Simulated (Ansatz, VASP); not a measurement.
# One calculation of KI, two programs

Contents of INCAR:

```
SYSTEM = KI
  PREC = Accurate
  ENCUT = 520
  EDIFF = 1E-6
  ISMEAR = 0
  SIGMA = 0.05
  LREAL = .FALSE.
  LASPH = .TRUE.
  NELM = 60
  ALGO = Normal
  ISIF = 2
  LWAVE = .FALSE.
  LCHARG = .FALSE.
  GGA = PS
  NBANDS = 15
```

KPOINTS

```
regular mesh
0
G
  6 6 6
  0 0 0
```

Contents of POSCAR:

```
KI
1.0
    4.2911966600      0.0000000000      0.0000000000
    0.0000000000      4.2911966600      0.0000000000
    0.0000000000      0.0000000000      4.2911966600
K I
1 1
Direct
    0.0123585593      0.0123585593      0.0000000000
    0.5000000000      0.5000000000      0.5000000000
```

Input for Ansatz:

```yaml
crystal:
  lattice:
    - [4.29119666, 0.0, 0.0]
    - [0.0, 4.29119666, 0.0]
    - [0.0, 0.0, 4.29119666]
  atoms:
    - { symbol: K, position: [0.0123585593, 0.0123585593, 0.0] }
    - { symbol: I, position: [0.5, 0.5, 0.5] }
basis:
  ecutwfc: 420
kpoints:
  mp_grid: { grid: [6, 6, 6] }
hamiltonian:
  xc: pbesol
scf:
  occupations: { method: gaussian, width: 0.05 }
output:
  forces: true
  stress: true
  eigenvalues: true
```

Change from the starting cell: all K atoms moved +0.075 Å, as atom 1 along Cartesian [1 1 0].

Alike in both runs: task single point; functional PBEsol; k mesh 6 × 6 × 6; occupations gaussian, width 0.05 eV; no spin polarisation.

```csv
,VASP,Ansatz
version,VASP 6.6.1,Ansatz 0.2.0
potentials or method,"VASP PAW PBE potentials, release 64 (K_sv, I), cutoff 520 eV","scalar-relativistic, plane waves, PAW"
valence electrons in the cell,16,26
```

|  | VASP | Ansatz | Ansatz less VASP |
| --- | --- | --- | --- |
| gap on the k mesh at the Fermi level (eV) | 3.19 | 3.19 | +0.004 |
| least direct gap on the mesh (eV) | 3.55 | 3.55 | +0.003 |
| pressure (GPa) | -0.5 | -0.6 | -0.04 |
| rms of the force components (eV/Å) | 0.020 | 0.020 | -0.0004 |

VASP's potentials were made for PBE, not for PBEsol. Atom by atom the forces differ by 0.000 eV/Å (rms over components). VASP's potentials hold 16 valence electrons a cell and Ansatz's 26, so a difference there can come from the potentials and not from the codes.

Spin-orbit coupling is off throughout.
